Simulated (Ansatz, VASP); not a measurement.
Two plane-wave programs on SrO

File POSCAR:

```
SrO
1.0
    0.0000000000      2.6213501880      2.6213501880
    2.6213501880      0.0000000000      2.6213501880
    2.6213501880      2.6213501880      0.0000000000
Sr O
1 1
Direct
    0.0000000000      0.0000000000      0.0000000000
    0.5000000000      0.5000000000      0.5000000000
```

File INCAR.step1:

```
PREC     = Accurate       # precision mode
ENCUT    = 520            # plane-wave cutoff, eV
ISMEAR   = 0              # smearing method
SIGMA    = 0.02           # smearing width, eV
LREAL    = False          # projectors in reciprocal space
LASPH    = True           # aspherical terms in the spheres
NELM     = 80             # most SCF steps
NBANDS   = 15             # bands
GGA      = PE             # functional
ALGO     = Normal         # electronic algorithm
EDIFF    = 1E-4           # SCF threshold, eV
LWAVE    = True           # write WAVECAR
LCHARG   = False          # write CHGCAR
```

Contents of INCAR.step2:

```
PREC     = Accurate       # precision mode
ENCUT    = 520            # plane-wave cutoff, eV
EDIFF    = 1E-6           # SCF threshold, eV
ISMEAR   = 0              # smearing method
SIGMA    = 0.02           # smearing width, eV
LREAL    = False          # projectors in reciprocal space
LASPH    = True           # aspherical terms in the spheres
NELM     = 80             # most SCF steps
ALGO     = Normal         # electronic algorithm
ISIF     = 2              # what is computed and relaxed
LWAVE    = False          # write WAVECAR
LCHARG   = False          # write CHGCAR
METAGGA  = R2SCAN         # meta-GGA
LMIXTAU  = True         
NBANDS   = 15             # bands
ISTART   = 1
```

The input KPOINTS:

```
regular mesh
0
Gamma
  8 8 8
```

Input for Ansatz:

```yaml
crystal:
  lattice:
    - [0.0, 2.621350188, 2.621350188]
    - [2.621350188, 0.0, 2.621350188]
    - [2.621350188, 2.621350188, 0.0]
  atoms:
    - { symbol: Sr, position: [0.0, 0.0, 0.0] }
    - { symbol: O, position: [0.5, 0.5, 0.5] }
basis:
  ecutwfc: 500
kpoints:
  mp_grid: { grid: [8, 8, 8] }
hamiltonian:
  xc: r2scan
scf:
  occupations: { method: gaussian, width: 0.02 }
output:
  forces: true
  stress: true
  eigenvalues: true
```

Alike in both runs: task single point; functional r2SCAN; k mesh 8 × 8 × 8; occupations gaussian, width 0.02 eV; no spin polarisation.

```csv
,VASP,Ansatz
version,VASP 6.6.1,Ansatz 0.2.0
potentials or method,"VASP PAW PBE potentials, release 64 (Sr_sv, O), cutoff 520 eV","scalar-relativistic, plane waves, PAW"
valence electrons in the cell,16,16
```

Ansatz gave:

- gap on the k mesh at the Fermi level (eV): 3.81
- least direct gap on the mesh (eV): 3.92
- pressure (GPa): -4.0

**Question.** What did VASP give for the same quantities?

**Answer.** gap on the k mesh at the Fermi level (eV): 3.76; least direct gap on the mesh (eV): 3.89; pressure (GPa): -3.6.

VASP's potentials were made for PBE, not for r2SCAN.
